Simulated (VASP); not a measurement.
Write the native input for VASP 6.6.1 that does the following.

```yaml
Task: relaxation of cell and atoms
Functional: PBE
Potentials_or_basis: VASP PAW PBE potentials, release 64 (Pd)
Cutoff: 600 eV
k_mesh: 16 × 16 × 16
Occupations: fermi-dirac, width 0.05 eV
Spin: no spin polarisation
Dipole_correction: no
Further_INCAR_settings: ALGO = Normal; EDIFF = 1e-07; IBRION = 2; EDIFFG = -0.005; NSW = 60; ISIF = 3
```

The structure of Pd lies in POSCAR:

```
Pd
1.0
   -2.4325305604      2.4325305604      1.3378918082
    2.4325305604     -2.4325305604      1.3378918082
    2.4325305604      2.4325305604     -1.3378918082
Pd
2
Direct
   -0.3750000000     -0.1250000000     -0.2500000000
    0.3750000000      0.1250000000      0.2500000000
```

These files were run (other wordings do the same):

INCAR

```
SYSTEM = Pd
PREC     = Accurate       ! precision mode
ENCUT    = 600            ! plane-wave cutoff, eV
EDIFF    = 1E-7           ! SCF threshold, eV
ISMEAR   = -1             ! smearing method
SIGMA    = 0.05           ! smearing width, eV
LREAL    = .FALSE.        ! projectors in reciprocal space
LASPH    = .TRUE.         ! aspherical terms in the spheres
NELM     = 100            ! most SCF steps
ALGO     = Normal         ! electronic algorithm
ISIF     = 3              ! what is computed and relaxed
LWAVE    = .FALSE.        ! write WAVECAR
LCHARG   = .FALSE.        ! write CHGCAR
GGA      = PE             ! functional
IBRION   = 2              ! ionic algorithm
NSW      = 60             ! ionic steps
EDIFFG   = -0.005         ! ionic threshold
```

KPOINTS

```
regular mesh
0
G
  16 16 16
  0 0 0
```

Potentials or basis: VASP PAW PBE potentials, release 64 (Pd).

The run is started by

```sh
$ cat potpaw_PBE.64/Pd/POTCAR > POTCAR
$ mpirun -np 1 vasp_std > vasp.out
```

Results of the run:

The relaxed volume is 16.85 Å³/atom, the relaxed cell is a = 3.787 Å, b = 3.787 Å, c = 3.787 Å, α = 97.24°, β = 97.24°, γ = 138.41° and the space group after relaxing (to 0.1 Å) is I4_1/amd (No. 141). The energy gained by relaxing is 34.8 meV/atom. The ionic steps are 8. The pressure after relaxing is 0.0 GPa and the band gap on the k mesh is zero (bands 10 and 11 overlap by 1.00 eV).

Run time: 16 min on 1 thread of Oxide Virtual Turin-like Processor, on a shared host, peak memory 0.29 GiB.
